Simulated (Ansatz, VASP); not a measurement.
## Rb3CuAu in VASP and in Ansatz

```xyz
5
Lattice="4.5324 0.0000 0.0000 -2.2662 3.9252 0.0000 0.0000 0.0000 16.5925" Properties=species:S:1:pos:R:3 pbc="T T T"
Rb    0.0000    2.6168    2.8766
Rb    0.0000    0.0000    7.0498
Rb    2.2662    1.3084   11.2230
Cu    0.0000    0.0000    0.0000
Au    0.0000    2.6168   14.0996
```

Alike in both runs: task single point; functional PBE; k mesh 6 × 6 × 1; occupations gaussian, width 0.1 eV; no spin polarisation.

|  | VASP | Ansatz |
| --- | --- | --- |
| version | VASP 6.6.1 | Ansatz 0.2.0 |
| potentials or method | VASP PAW PBE potentials, release 64 (Rb_sv, Cu, Au), cutoff 520 eV | scalar-relativistic, plane waves, PAW |
| valence electrons in the cell | 49 | 65 |

```csv
,VASP,Ansatz,Ansatz less VASP
gap on the k mesh at the Fermi level (eV),none,none,-
pressure (GPa),-1.0,-1.0,+0.01
"traceless stress, the component that is largest in VASP (GPa)",-1.94,-1.94,-0.001
rms of the force components (eV/Å),0.273,0.273,+0.0006
```

Atom by atom the forces differ by 0.001 eV/Å (rms over components). A gap of «none» marks a metal or a gap that the smearing closes. VASP's potentials hold 49 valence electrons a cell and Ansatz's 65, so a difference there can come from the potentials and not from the codes.

The k mesh is coarse, so the values compare programs but aren't converged. Spin-orbit coupling is off throughout.
